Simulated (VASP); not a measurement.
**SnSe: single point with PBEsol**

Crystal: SnSe.

```
Sn Se
1.0
     5.94551    0.00000    0.00000
     0.00000   -5.94551    0.00000
     0.00000    0.00000   -5.94551
Sn Se
4 4
Direct
  0.00000 0.00000 0.00000
  0.50000 0.50000 0.00000
  0.50000 0.00000 0.50000
  0.00000 0.50000 0.50000
  0.50000 0.00000 0.00000
  0.00000 0.50000 0.00000
  0.00000 0.00000 0.50000
  0.50000 0.50000 0.50000
```

```
Program                : VASP 6.6.1
Task                   : single point
Functional             : PBEsol
Potentials or basis    : VASP PAW PBE potentials, release 64 (Sn_d, Se)
Cutoff                 : 520 eV
k mesh                 : 6 × 6 × 6
Occupations            : gaussian, width 0.05 eV
Spin                   : no spin polarisation
Dipole correction      : no
Further INCAR settings : ALGO = Normal; EDIFF = 1e-06; NBANDS = 50
```

| Item | Value |
| --- | --- |
| Pressure | 0.1 GPa |
| Band gap on the k mesh | 0.33 eV |

Levels at points of the mesh, in eV from the valence-band top:
| k point | band 36 | band 37 | band 38 | band 39 | band 40 | band 41 | band 42 | band 43 | band 44 | band 45 |
| --- | --- | --- | --- | --- | --- | --- | --- | --- | --- | --- |
| (0.00, 0.00, 0.00) | -3.81 | -3.81 | -2.27 | -2.27 | -2.27 | 2.81 | 2.81 | 2.81 | 4.45 | 4.45 |
| (0.50, 0.00, 0.00) | -3.12 | -1.73 | -1.73 | -0.77 | -0.77 | 1.50 | 1.50 | 2.20 | 2.20 | 3.75 |
| (0.50, 0.50, 0.00) | -2.16 | -0.60 | -0.60 | -0.60 | -0.60 | 1.25 | 1.25 | 1.25 | 1.25 | 1.75 |
| (0.50, 0.50, 0.50) | -2.02 | -0.09 | -0.09 | -0.09 | -0.09 | 0.73 | 0.73 | 0.73 | 0.73 | 1.21 |

Wall time 2.6 min on 1 thread of Intel(R) Xeon(R) Platinum 8488C (Sapphire Rapids), on a shared host, peak memory 0.42 GiB.

Caveat: the PAW data sets were made with another functional, which shifts forces and pressure a little; spin-orbit coupling is left out, which moves the levels of the heavy elements. A k mesh can miss the band edges.
